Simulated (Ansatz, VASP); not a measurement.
**One calculation of Mg, two programs**

```
CELL_PARAMETERS angstrom
-1.90700 1.90700 1.56220
1.90700 -1.90700 1.56220
1.90700 1.90700 -1.56220
ATOMIC_POSITIONS crystal
Mg 0.00000 0.00000 0.00000
```

Alike in both runs: task single point; functional PBEsol; k mesh 18 × 18 × 18; occupations gaussian, width 0.15 eV; no spin polarisation.

|  | VASP | Ansatz |
| --- | --- | --- |
| version | VASP 6.6.1 | Ansatz 0.2.0 |
| potentials or method | VASP PAW PBE potentials, release 64 (Mg), cutoff 520 eV | scalar-relativistic, plane waves, PAW |
| valence electrons in the cell | 2 | 10 |

|  | VASP | Ansatz | Ansatz less VASP |
| --- | --- | --- | --- |
| gap on the k mesh at the Fermi level (eV) | none | none | - |
| pressure (GPa) | 0.2 | 0.3 | +0.04 |
| traceless stress, the component that is largest in VASP (GPa) | 2.03 | 2.01 | -0.020 |

VASP's potentials were made for PBE, not for PBEsol. A gap of «none» marks a metal or a gap that the smearing closes. VASP's potentials hold 2 valence electrons a cell and Ansatz's 10, so a difference there can come from the potentials and not from the codes.
